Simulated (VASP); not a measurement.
# Mo (Im-3m) in VASP: a series of runs, part 2 of 2

VASP 6.6.1.

**3. Single point, LDA**

This run uses another cell than the first one, of 15.06 Å³/atom, 1.033 times its volume.

The input, INCAR:

```
SYSTEM = Mo
PREC = Accurate ; ENCUT = 520
EDIFF = 1E-6 ; ISMEAR = 0
SIGMA = 0.05 ; LREAL = .FALSE.
LASPH = .TRUE. ; NELM = 100
ALGO = Normal ; ISIF = 2
LWAVE = .FALSE. ; LCHARG = .FALSE.
GGA = CA ; NBANDS = 13
```

The input, KPOINTS:

```
regular mesh
0
G
  18 18 18
  0 0 0
```

The input, POSCAR:

```
Mo
1.0
   -1.5555464685      1.5555464685      1.5555464685
    1.5555464685     -1.5555464685      1.5555464685
    1.5555464685      1.5555464685     -1.5555464685
Mo
1
Direct
    0.0000000000      0.0000000000      0.0000000000
```

Potentials or basis: VASP PAW LDA potentials, release 64 (Mo_sv).

The run is started by

```bash
$ cat potpaw_LDA.64/Mo_sv/POTCAR > POTCAR
$ mpirun -np 1 vasp_std > vasp.out
```

OUTCAR:

```text
SYSTEM = Mo
   PREC = Accurate
   ENCUT = 520
   EDIFF = 1E-6
   ISMEAR = 0
   LREAL = .FALSE.
   LASPH = .TRUE.
   NELM = 100
   ISIF = 2
   GGA = CA

 ion  position               nearest neighbor table
   1  0.000  0.000  0.000-

  LATTYP: Found a body centered cubic cell.
 ALAT       =     3.1110929370

  Lattice vectors:

 A1 = (  -1.5555464685,   1.5555464685,   1.5555464685)
 A2 = (   1.5555464685,  -1.5555464685,   1.5555464685)
 A3 = (   1.5555464685,   1.5555464685,  -1.5555464685)

Analysis of symmetry for initial positions (statically):
=====================================================================
 Subroutine PRICEL returns:
 Original cell was already a primitive cell.

 Routine SETGRP: Setting up the symmetry group for a
 body centered cubic supercell.

 Subroutine GETGRP returns: Found 48 space group operations
 (whereof 48 operations were pure point group operations)
 out of a pool of 48 trial point group operations.

The static configuration has the point symmetry O_h .

Analysis of symmetry for dynamics (positions and initial velocities):
=====================================================================
 Subroutine PRICEL returns:
 Original cell was already a primitive cell.

 Routine SETGRP: Setting up the symmetry group for a
 body centered cubic supercell.

 Subroutine GETGRP returns: Found 48 space group operations
 (whereof 48 operations were pure point group operations)
 out of a pool of 48 trial point group operations.

The dynamic configuration has the point symmetry O_h .

 Subroutine INISYM returns: Found 48 space group operations
 (whereof 48 operations are pure point group operations),
 and found     1 'primitive' translations

----------------------------------------------------------------------------------------

                                     Primitive cell

  volume of cell :      15.0560

  direct lattice vectors                    reciprocal lattice vectors
    -1.555546469  1.555546469  1.555546469     0.000000000  0.321430449  0.321430449
     1.555546469 -1.555546469  1.555546469     0.321430449  0.000000000  0.321430449
     1.555546469  1.555546469 -1.555546469     0.321430449  0.321430449  0.000000000

  length of vectors
     2.694285517  2.694285517  2.694285517     0.454571301  0.454571301  0.454571301

  position of ions in fractional coordinates (direct lattice)
     0.000000000  0.000000000  0.000000000

  ion indices of the primitive-cell ions
   primitive index   ion index
                 1           1

----------------------------------------------------------------------------------------

 KPOINTS: regular mesh

Automatic generation of k-mesh.
 Grid dimensions read from file:
 generate k-points for:   18   18   18

 Generating k-lattice:

  Cartesian coordinates                     Fractional coordinates (reciprocal lattice)
     0.000000000  0.017857247  0.017857247     0.055555556  0.000000000  0.000000000
     0.017857247  0.000000000  0.017857247     0.000000000  0.055555556  0.000000000
     0.017857247  0.017857247  0.000000000     0.000000000  0.000000000  0.055555556

  Length of vectors
     0.025253961  0.025253961  0.025253961

  Shift w.r.t. Gamma in fractional coordinates (k-lattice)
     0.000000000  0.000000000  0.000000000

 Subroutine IBZKPT returns following result:
 ===========================================

 Found    195 irreducible k-points:

 Following reciprocal coordinates:
            Coordinates               Weight
  0.000000  0.000000  0.000000      1.000000
  0.055556  0.000000  0.000000     12.000000
  0.111111  0.000000  0.000000     12.000000
  0.166667  0.000000  0.000000     12.000000
  0.222222  0.000000  0.000000     12.000000
  0.277778  0.000000  0.000000     12.000000
[... 16 lines left out ...]
  0.333333  0.111111  0.000000     48.000000
  0.388889  0.111111  0.000000     48.000000
 [... further k-points ...]
   k-points           NKPTS =    195   k-points in BZ     NKDIM =    195   number of bands    NBANDS=     13
   number of dos      NEDOS =    301   number of ions     NIONS =      1
   total plane-waves  NPLWV =   8000
   dimension x,y,z NGX =    20 NGY =   20 NGZ =   20
   dimension x,y,z NGXF=    40 NGYF=   40 NGZF=   40
   ions per type =               1
   NGX,Y,Z   is equivalent  to a cutoff of  12.34, 12.34, 12.34 a.u.
   NGXF,Y,Z  is equivalent  to a cutoff of  24.68, 24.68, 24.68 a.u.
 SYSTEM =  Mo
   PREC   = accura    normal or accurate (medium, high low for compatibility)
   ISTART =      0    job   : 0-new  1-cont  2-samecut
   ICHARG =      2    charge: 1-file 2-atom 10-const
   ISPIN  =      1    spin polarized calculation?
   LNONCOLLINEAR =      F non collinear calculations
   LSORBIT =      F    spin-orbit coupling
   LASPH  =      T    aspherical Exc in radial PAW
   ENCUT  =  520.0 eV  38.22 Ry    6.18 a.u.   5.01  5.01  5.01*2*pi/ulx,y,z
   NELM   =    100;   NELMIN=  2; NELMDL= -5     # of ELM steps
   EDIFF  = 0.1E-05   stopping-criterion for ELM
   LREAL  =      F    real-space projection
   EDIFFG = 0.1E-04   stopping-criterion for IOM
   NSW    =      0    number of steps for IOM
   IBRION =     -1    ionic relax: 0-MD 1-quasi-New 2-CG
   NFREE  =      0    steps in history (QN), initial steepest desc. (CG)
   ISIF   =      2    stress and relaxation
   ISYM   =      2    0-nonsym 1-usesym 2-fastsym
   POTIM  = 0.5000    time-step for ionic-motion
   TEBEG  =    0.0;   TEEND  =   0.0 temperature during run
   PSTRESS=    0.0 pullay stress
   NELECT =      14.0000    total number of electrons
   NUPDOWN=      -1.0000    fix difference up-down
   EMIN   =  10.00;   EMAX   =-10.00  energy-range for DOS
   EFERMI =   0.00;   METHOD = LEGACY
   ISMEAR =     0;   SIGMA  =   0.05  broadening in eV -4-tet -1-fermi 0-gaus
   EFERMI_NEDOS =   21; number of points for ismear=-14 and -15
   IALGO  =     38    algorithm
   IMIX   =      4    mixing-type and parameters
     AMIX     =   0.40;   BMIX     =  1.00
     AMIX_MAG =   1.60;   BMIX_MAG =  1.00
  volume/ion in A,a.u.               =      15.06       101.60
  Fermi-wavevector in a.u.,A,eV,Ry     =   1.597894  3.019581 34.739265  2.553264
  Thomas-Fermi vector in A             =   2.695429
   LORBIT       =      0    0 simple, 1 ext, 2 COOP (PROOUT), +10 PAW based schemes
   GGA     = CA    functional components
   LHFCALC =     F    Hartree Fock is set to
   AEXX    =    0.0000 exact exchange contribution
   IVDW    =     0    specifies the selected vdW correction
   LEPSILON=     F    determine dielectric tensor
   LRPA    =     F    only Hartree local field effects (RPA)
 non-spin polarized calculation
 Gauss-broadening in eV      SIGMA  =   0.05
  energy-cutoff  :      520.00
  volume of cell :       15.06
 maximum number of plane-waves:       420
   NGX =  9   NGY =  9   NGZ =  9

 number of electron      13.9999996 magnetization

 Free energy of the ion-electron system (eV)
  ---------------------------------------------------
  ext. energy  EPLUGINS =         0.00000000
  ---------------------------------------------------
  free energy    TOTEN  =       -12.12951374 eV

  energy without entropy =      -12.12913659  energy(sigma->0) =      -12.12932516

 E-fermi :  13.1174     XC(G=0): -13.8144

 val. band max:       13.1025778124   @ k =  -0.3889   0.4444   0.2778
 cond. band min:      13.1624532255   @ k =  -0.3333   0.3889   0.2778
 fundamental gap:      0.0598754131
 Fermi energy:        13.1173951729

 k-point     1 :       0.0000    0.0000    0.0000
  band No.  band energies     occupation
      1     -47.8635      2.00000
      2     -21.2105      2.00000
      3     -21.2105      2.00000
      4     -21.2105      2.00000
      5       5.7377      2.00000
      6      11.6333      2.00000
      7      11.6333      2.00000
      8      11.6333      2.00000
      9      14.7766      0.00000
     10      14.7766      0.00000
     11      27.9606      0.00000
     12      27.9606      0.00000
     13      27.9606      0.00000
[... 353 lines left out ...]
 k-point    24 :       0.3889    0.1111    0.0000
  band No.  band energies     occupation
      1     -47.5480      2.00000
      2     -22.7108      2.00000
      3     -21.7627      2.00000
      4     -21.2952      2.00000
      5       7.9553      2.00000
      6       9.6589      2.00000
      7      13.1715      0.12585
      8      14.7046      0.00000
      9      15.9225      0.00000
     10      18.7991      0.00000
     11      25.2805      0.00000
     12      26.0711      0.00000
     13      30.5301      0.00000

 [... further k-points ...]
[... 5 lines left out ...]
  --------------------------------------------------------------------------------------
  -------------------------------------------------------------------------------------
  Total        0.1167737      0.1167737      0.1167737     -0.0000000      0.0000000     -0.0000000
  in kB       12.4264401     12.4264401     12.4264401     -0.0000000      0.0000000     -0.0000000
  external PRESSURE =      12.4264401 kB  Pullay stress =       0.0000000 kB

 VOLUME and BASIS-vectors are now :
 -----------------------------------------------------------------------------
  energy-cutoff  :      520.00
  volume of cell :       15.06
      direct lattice vectors                 reciprocal lattice vectors
    -1.555546469  1.555546469  1.555546469     0.000000000  0.321430449  0.321430449
     1.555546469 -1.555546469  1.555546469     0.321430449  0.000000000  0.321430449
     1.555546469  1.555546469 -1.555546469     0.321430449  0.321430449  0.000000000

 POSITION                                       TOTAL-FORCE (eV/Angst)
 -----------------------------------------------------------------------------------
      0.00000      0.00000      0.00000        -0.000000      0.000000     -0.000000
 -----------------------------------------------------------------------------------
    total drift:                                0.000000     -0.000000      0.000000

  FREE ENERGIE OF THE ION-ELECTRON SYSTEM (eV)
  ---------------------------------------------------
  free  energy   TOTEN  =       -12.1295137360 eV

  energy  without entropy=      -12.1291365895  energy(sigma->0) =      -12.12932516
```

stdout:

```text
POSCAR found type information on POSCAR Mo
 POSCAR found :  1 types and       1 ions
 scaLAPACK will be used
 LDA part: xc-table for (Slater(with rela. corr.)+CA(PZ))
 , standard interpolation
 POSCAR, INCAR and KPOINTS ok, starting setup
 FFT: planning ... GRIDC
 FFT: planning ... GRID_SOFT
 FFT: planning ... GRID
 WAVECAR not read
 entering main loop
```

Run time: 30 s. Hardware: 1 thread of Intel Xeon 8259CL, shared host; peak memory 0.14 GiB.

What came out:

| Property | Result |
| --- | --- |
| Free energy | -12.1295 eV |
| Pressure | 1.2 GPa |
| Band gap on the k mesh | zero (band 7 reaches 17.31 eV, above the bottom of band 8 at 11.63 eV) |

Levels at points of the mesh, in eV from the Fermi level:
```csv
k point,band 5,band 6,band 7,band 8,band 9,band 10
"(0.00, 0.00, 0.00)",-7.38,-1.48,-1.48,-1.48,1.66,1.66
"(0.50, 0.00, 0.00)",-5.60,-3.63,1.72,1.79,2.37,5.01
"(0.50, 0.50, 0.50)",-5.80,-5.80,4.19,4.19,4.19,9.31
```

**4. Single point, LDA**

This run uses another cell than the first one, of 15.63 Å³/atom, 1.072 times its volume.

The input, INCAR:

```
  PREC = Accurate
  ENCUT = 520
  EDIFF = 1E-7
  ISMEAR = 0
  SIGMA = 0.05
  LREAL = False
  LASPH = True
  NELM = 100
  ALGO = Normal
  ISIF = 2
  LWAVE = False
  LCHARG = False
  NBANDS = 13
```

The input, KPOINTS:

```
Automatic mesh
0
Gamma
  18 18 18
```

The input, POSCAR:

```
Mo
1.0
   -1.5750000000      1.5750000000      1.5750000000
    1.5750000000     -1.5750000000      1.5750000000
    1.5750000000      1.5750000000     -1.5750000000
Mo
1
Direct
    0.0000000000      0.0000000000      0.0000000000
```

The run is started by

```bash
$ cat potpaw_LDA.64/Mo_sv/POTCAR > POTCAR
$ mpirun -np 1 vasp_std > vasp.out
```

Wall time 31 s (1 thread of Intel Xeon 8259CL, shared host); peak memory 0.15 GiB.

Results (log left out):

| Item | Value |
| --- | --- |
| Free energy | -12.1153 eV |
| Pressure | -9.1 GPa |
| Band gap on the k mesh | zero (band 7 reaches 16.48 eV, above the bottom of band 8 at 11.09 eV) |

Levels at points of the mesh, in eV from the Fermi level:
| k point | band 3 | band 4 | band 5 | band 6 | band 7 | band 8 | band 9 | band 10 | band 11 | band 12 |
| --- | --- | --- | --- | --- | --- | --- | --- | --- | --- | --- |
| (0.00, 0.00, 0.00) | -34.39 | -34.39 | -7.25 | -1.39 | -1.39 | -1.39 | 1.61 | 1.61 | 14.81 | 14.81 |
| (0.50, 0.00, 0.00) | -34.85 | -34.41 | -5.36 | -3.43 | 1.64 | 1.66 | 2.26 | 4.76 | 11.61 | 11.95 |
| (0.50, 0.50, 0.50) | -35.37 | -35.37 | -5.49 | -5.49 | 3.99 | 3.99 | 3.99 | 9.03 | 9.03 | 9.03 |

**5. Summary**

| cell | gap on the mesh (eV) | pressure (GPa) |
| --- | --- | --- |
| a = 2.665 Å, angles 109.5°, 1 atom | none | 11.8 |
| a = 2.694 Å, angles 109.5°, 1 atom | none | 1.2 |
| a = 2.728 Å, angles 109.5°, 1 atom | none | -9.1 |

Alike in all rows: task single point; level LDA; potentials or basis VASP PAW LDA potentials, release 64 (Mo_sv); no spin polarisation; k mesh 18 × 18 × 18; cutoff (eV) 520; smearing gaussian 0.05 eV.

Total energies depend on the potentials used, so only differences within one code and one set of settings carry meaning.
